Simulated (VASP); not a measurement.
Wanted: the native input for a VASP 6.6.1 run.

```yaml
Task: single point
Functional: PBE
Potentials_or_basis: VASP PAW PBE potentials, release 64 (Cs_sv, Sn_d, I)
Cutoff: 520 eV
k_mesh: 4 × 4 × 4
Occupations: gaussian, width 0.01 eV
Spin: no spin polarisation
Dipole_correction: no
Further_INCAR_settings: ALGO = Normal; EDIFF = 1e-06; NBANDS = 30
```

The structure of CsSnI3 lies in POSCAR:

```
CsSnI3
1.0
    6.2414001385      0.0000000000      0.0000000000
    0.0000000000      6.2414001385      0.0000000000
    0.0000000000      0.0000000000      6.2414001385
Cs Sn I
1 1 3
Direct
    0.0000000000      0.0000000000      0.0000000000
    0.5000000000      0.5000000000      0.5000000000
    0.0000000000      0.5000000000      0.5000000000
    0.5000000000      0.0000000000      0.5000000000
    0.5000000000      0.5000000000      0.0000000000
```

One way to write it, as run:

INCAR

```
SYSTEM = CsSnI3
PREC = Accurate
ENCUT = 520
EDIFF = 1E-6
ISMEAR = 0
SIGMA = 0.01
LREAL = .FALSE.
LASPH = .TRUE.
NELM = 60
ALGO = Normal
ISIF = 2
LWAVE = .FALSE.
LCHARG = .FALSE.
GGA = PE
NBANDS = 30
```

KPOINTS

```
regular mesh
0
G
  4 4 4
  0 0 0
```

Potentials or basis: VASP PAW PBE potentials, release 64 (Cs_sv, Sn_d, I).

Launch:

```console
$ cat potpaw_PBE.64/Cs_sv/POTCAR potpaw_PBE.64/Sn_d/POTCAR potpaw_PBE.64/I/POTCAR > POTCAR
$ mpirun -np 1 vasp_std > vasp.out
```

Results of the run:

```yaml
Pressure: 0.5 GPa
Band_gap_on_the_k_mesh: 0.38 eV, direct
```

Caveat: spin-orbit coupling is left out, which moves the levels of the heavy elements.

Run time: 68 s on 1 thread of Intel(R) Xeon(R) Platinum 8488C (Sapphire Rapids) (shared host), peak memory 0.35 GiB.
